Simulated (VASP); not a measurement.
# C in VASP: notebook, part 2 of 2

VASP 6.6.1. The steps go on from the part before.

### 4 Single point, r2SCAN (atoms displaced along a vibrational mode)

The input, POSCAR:

```
C
1.0
    0.0000000000     -1.7801161419     -1.7801161419
   -1.7801161419      0.0000000000     -1.7801161419
    1.7801161419      1.7801161419     -3.5602322838
C
4
Direct
    0.7548652296      0.7548652296      0.7354050185
    0.2451347704      0.2451347704      0.2645949815
    0.3701347704      0.3701347704      0.8895949815
    0.8798652296      0.8798652296      0.3604050185
```

The input, INCAR.step1:

```
SYSTEM = C
PREC = Accurate ; ENCUT = 520
ISMEAR = 0 ; SIGMA = 0.05
LREAL = .FALSE. ; LASPH = .TRUE.
NELM = 80 ; ISYM = 0
NBANDS = 16 ; GGA = PE
ALGO = Normal ; EDIFF = 1E-4
LWAVE = .TRUE. ; LCHARG = .FALSE.
```

The input, INCAR.step2:

```
SYSTEM = C
PREC = Accurate ; ENCUT = 520
EDIFF = 1E-7 ; ISMEAR = 0
SIGMA = 0.05 ; LREAL = .FALSE.
LASPH = .TRUE. ; NELM = 80
ALGO = Normal ; ISIF = 2
LWAVE = .FALSE. ; LCHARG = .FALSE.
METAGGA = R2SCAN ; LMIXTAU = .TRUE.
ISYM = 0 ; NBANDS = 16
ISTART = 1
```

The input, KPOINTS:

```
regular mesh
0
G
  12 12 10
  0 0 0
```

Potentials or basis: VASP PAW PBE potentials, release 64 (C).

On the command line:

```
cat potpaw_PBE.64/C/POTCAR > POTCAR
cp INCAR.step1 INCAR
mpirun -np 1 vasp_std > vasp.out
cp INCAR.step2 INCAR
mpirun -np 1 vasp_std > vasp.out
```

OUTCAR:

```text
SYSTEM = C
   PREC = Accurate
   ENCUT = 520
   EDIFF = 1E-7
   ISMEAR = 0
   LREAL = .FALSE.
   LASPH = .TRUE.
   NELM = 80
   ISIF = 2
   METAGGA = R2SCAN
   ISYM = 0
   ISTART = 1

 ion  position               nearest neighbor table
   1  0.755  0.755  0.735-   4 1.54   3 1.59   3 1.59   3 1.59
   2  0.245  0.245  0.265-   4 1.51   4 1.51   4 1.51   3 1.54
   3  0.370  0.370  0.890-   2 1.54   1 1.59   1 1.59   1 1.59
   4  0.880  0.880  0.360-   2 1.51   2 1.51   2 1.51   1 1.54

IMPORTANT INFORMATION: All symmetrisations will be switched off!
NOSYMM: (Re-)initialisation of all symmetry stuff for point group C_1.

----------------------------------------------------------------------------------------

                                     Primitive cell

  volume of cell :      22.5634

  direct lattice vectors                    reciprocal lattice vectors
     0.000000000 -1.780116142 -1.780116142     0.140440275 -0.421320824 -0.140440275
    -1.780116142  0.000000000 -1.780116142    -0.421320824  0.140440275 -0.140440275
     1.780116142  1.780116142 -3.560232284     0.140440275  0.140440275 -0.140440275

  length of vectors
[... 161 lines left out ...]
 Fermi energy:        10.4202409642

 k-point     1 :       0.0000    0.0000    0.0000
  band No.  band energies     occupation
      1     -13.0748      2.00000
      2      -6.8519      2.00000
      3      -4.3817      2.00000
      4       6.4428      2.00000
      5       6.4428      2.00000
      6       9.9007      2.00000
[... 433 lines left out ...]
      3      -1.3856      2.00000
      4       1.2180      2.00000
      5       2.7602      2.00000
      6       4.0830      2.00000
[... 8 lines left out ...]
     15      23.9426      0.00000
     16      25.4892      0.00000

 [... further k-points ...]

------------------------ aborting loop because EDIFF is reached ----------------------------------------

  FORCE on cell =-STRESS in cart. coord.  units (eV):
  Direction    XX          YY          ZZ          XY          YZ          ZX
  --------------------------------------------------------------------------------------
  -------------------------------------------------------------------------------------
  Total        0.4184628      0.4184628      0.4184406     -0.3108334      0.3108474      0.3108474
  in kB       29.7140897     29.7140897     29.7125110    -22.0715748     22.0725648     22.0725648
  external PRESSURE =      29.7135635 kB  Pullay stress =       0.0000000 kB

 VOLUME and BASIS-vectors are now :
 -----------------------------------------------------------------------------
  energy-cutoff  :      520.00
  volume of cell :       22.56
      direct lattice vectors                 reciprocal lattice vectors
     0.000000000 -1.780116142 -1.780116142     0.140440275 -0.421320824 -0.140440275
    -1.780116142  0.000000000 -1.780116142    -0.421320824  0.140440275 -0.140440275
     1.780116142  1.780116142 -3.560232284     0.140440275  0.140440275 -0.140440275

 POSITION                                       TOTAL-FORCE (eV/Angst)
 -----------------------------------------------------------------------------------
     -0.03464     -0.03464     -5.30571         2.538730      2.538730     -2.538637
      0.03464      0.03464     -1.81476        -2.422770     -2.422770      2.422656
      0.92470      0.92470     -4.48493        -2.538730     -2.538730      2.538637
     -0.92470     -0.92470     -4.41565         2.422770      2.422770     -2.422656
 -----------------------------------------------------------------------------------
    total drift:                                0.000000      0.000000     -0.000000

  FREE ENERGIE OF THE ION-ELECTRON SYSTEM (eV)
  ---------------------------------------------------
  free  energy   TOTEN  =       -38.7953091104 eV

  energy  without entropy=      -38.7953091104  energy(sigma->0) =      -38.79530911
```

OUTCAR.step1:

```text
SYSTEM = C
   PREC = Accurate
   ENCUT = 520
   ISMEAR = 0
   LREAL = .FALSE.
   LASPH = .TRUE.
[... 669 lines left out ...]
      0.03464      0.03464     -1.81476        -2.311022     -2.311022      2.310916
      0.92470      0.92470     -4.48493        -2.424006     -2.424006      2.423934
     -0.92470     -0.92470     -4.41565         2.311022      2.311022     -2.310917
 -----------------------------------------------------------------------------------
    total drift:                               -0.000000     -0.000000      0.000000

  FREE ENERGIE OF THE ION-ELECTRON SYSTEM (eV)
  ---------------------------------------------------
  free  energy   TOTEN  =       -35.8719933020 eV

  energy  without entropy=      -35.8719933020  energy(sigma->0) =      -35.87199330
```

Wall time 9.5 min (1 thread of Intel Xeon Platinum 8488C (Sapphire Rapids), shared host); peak memory 0.28 GiB.

Results:

| Item | Value |
| --- | --- |
| Free energy | -38.7953 eV |
| Pressure | 3.0 GPa |
| Largest force | 4.397 eV/Å |
| Band gap on the k mesh | 3.87 eV |

Forces on the atoms (eV/Å):
```
C    2.539  2.539 -2.539
C   -2.423 -2.423  2.423
C   -2.539 -2.539  2.539
C    2.423  2.423 -2.423
```

Caveat: the cell differs from its parent crystal (atoms displaced along a vibrational mode); the PAW data sets were made with another functional, which shifts forces and pressure a little.

### 5 The runs side by side

```tsv
cell	gap on the mesh (eV)	pressure (GPa)	largest force (eV/Å)
as given, atomic positions A	4.37	1.1	-
as given, atomic positions B	4.31	1.4	1.46
as given, atomic positions C	3.87	3.0	4.40
```

Alike in all rows: task single point; level r2SCAN; potentials or basis VASP PAW PBE potentials, release 64 (C); no spin polarisation; k mesh 12 × 12 × 10; cutoff (eV) 520; smearing gaussian 0.05 eV.

Caveats: the PAW data sets were made with another functional, which shifts forces and pressure a little.

Total energies depend on the potentials used, so only differences within one code and one set of settings carry meaning.
